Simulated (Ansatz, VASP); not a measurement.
Te: VASP beside Ansatz

Contents of POSCAR:

```
Te
1.0
   10.5000000000      0.0000000000      0.0000000000
    0.0000000000     11.0000000000      0.0000000000
    0.0000000000      0.0000000000     11.5000000000
Te
1
Direct
    0.5000000000      0.5045454500      0.5000000000
```

The input INCAR.step1:

```
PREC     = Accurate       # precision mode
ENCUT    = 440            # plane-wave cutoff, eV
ISMEAR   = 0              # smearing method
SIGMA    = 0.005          # smearing width, eV
LREAL    = False          # projectors in reciprocal space
LASPH    = True           # aspherical terms in the spheres
NELM     = 200            # most SCF steps
ISPIN    = 2              # spin polarisation
MAGMOM   = 2              # initial moments
NBANDS   = 13             # bands
GGA      = PE             # functional
ALGO     = Normal         # electronic algorithm
EDIFF    = 1E-5           # SCF threshold, eV
LWAVE    = True           # write WAVECAR
LCHARG   = False          # write CHGCAR
GGA_COMPAT= False        
NELMDL   = -8
```

INCAR.step2

```
PREC     = Accurate       # precision mode
ENCUT    = 440            # plane-wave cutoff, eV
EDIFF    = 1E-6           # SCF threshold, eV
ISMEAR   = 0              # smearing method
SIGMA    = 0.005          # smearing width, eV
LREAL    = False          # projectors in reciprocal space
LASPH    = True           # aspherical terms in the spheres
NELM     = 200            # most SCF steps
ALGO     = Normal         # electronic algorithm
ISIF     = 2              # what is computed and relaxed
LWAVE    = False          # write WAVECAR
LCHARG   = False          # write CHGCAR
ISPIN    = 2              # spin polarisation
MAGMOM   = 2              # initial moments
LORBIT   = 11             # projections on sites
METAGGA  = R2SCAN         # meta-GGA
LMIXTAU  = True         
LUSE_VDW = True         
IVDW_NL  = 2            
BPARAM   = 11.95        
CPARAM   = 0.0093       
NBANDS   = 13             # bands
ISTART   = 1            
GGA_COMPAT= False
```

File KPOINTS:

```
Automatic mesh
0
Gamma
  1 1 1
```

Input for Ansatz:

```yaml
crystal:
  lattice:
    - [10.5, 0.0, 0.0]
    - [0.0, 11.0, 0.0]
    - [0.0, 0.0, 11.5]
  atoms:
    - { symbol: Te, position: [0.5, 0.50454545, 0.5], spin: 2.0 }
magnetization:
  spin_polarized: true
hamiltonian:
  xc: r2scan
  dispersion: rvv10
kpoints:
  mp_grid: { grid: [1, 1, 1] }
scf:
  occupations: { method: gaussian, width: 0.005 }
  max_iter: 140
  lower_state_search: "off"
output:
  forces: true
```

Alike in both runs: task single point; functional r2SCAN; dispersion rVV10; k mesh 1 × 1 × 1; occupations gaussian, width 0.005 eV; collinear spin.

|  | VASP | Ansatz |
| --- | --- | --- |
| version | VASP 6.6.1 | Ansatz 0.2.0 |
| potentials or method | VASP PAW PBE potentials, release 64 (Te) | scalar-relativistic, plane waves, PAW |
| plane-wave cutoff (eV) | 440 | 500 |
| valence electrons in the cell | 6 | 16 |

```csv
,VASP,Ansatz,Ansatz less VASP
net moment per atom (μB),2.00,2.00,0.000
size of the moment on the site where the two differ most (μB),0.99,2.00,+1.008
```

VASP's potentials were made for PBE, not for r2SCAN. Site moments also hang on the region over which each program counts them. VASP's potentials hold 6 valence electrons a cell and Ansatz's 16, so a difference there can come from the potentials and not from the codes. Ansatz's warnings: stability check not made.

Spin-orbit coupling is off throughout.
